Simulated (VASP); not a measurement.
The system is CeO2.

```
Ce O
1.0
     0.00000    2.64846    2.64846
     2.64846    0.00000    2.64846
     2.64846    2.64846    0.00000
Ce O
1 2
Cartesian
  0.0000 0.0000 0.0000
  3.9727 3.9727 3.9727
  1.3242 1.3242 1.3242
```

Base run:

| Quantity | Value |
| --- | --- |
| Program | VASP 6.6.1 |
| Functional | r2SCAN |
| Potentials or basis | VASP PAW PBE potentials, release 64 (Ce, O) |
| Cutoff | 520 eV |
| k mesh | 9 × 9 × 9 |
| Occupations | fermi-dirac, width 0.05 eV |
| Spin | collinear spin, ferromagnetic start |
| Starting moments | [1.0, 0.0, 0.0] μB |

Its results: band gap on the k mesh 2.49 eV (least direct gap 2.57 eV); pressure 17.6 GPa; net moment 0.00 μB per cell.

**Question.** The run is repeated on the same cell with these changes: functional from r2SCAN to PBEsol. What comes out?

**Answer.** Band gap on the k mesh 2.20 eV (least direct gap 2.27 eV); pressure 12.4 GPa; net moment 0.00 μB per cell.

Caveats: the magnetic or orbital state may not be the lowest; the cell stands under pressure; the moments typed at the start vanished in this run; the PAW data sets were made with another functional, which shifts forces and pressure a little; spin-orbit coupling is left out, which moves the levels of the heavy elements; an odd mesh through Γ misses points on the zone boundary, where band edges can lie.
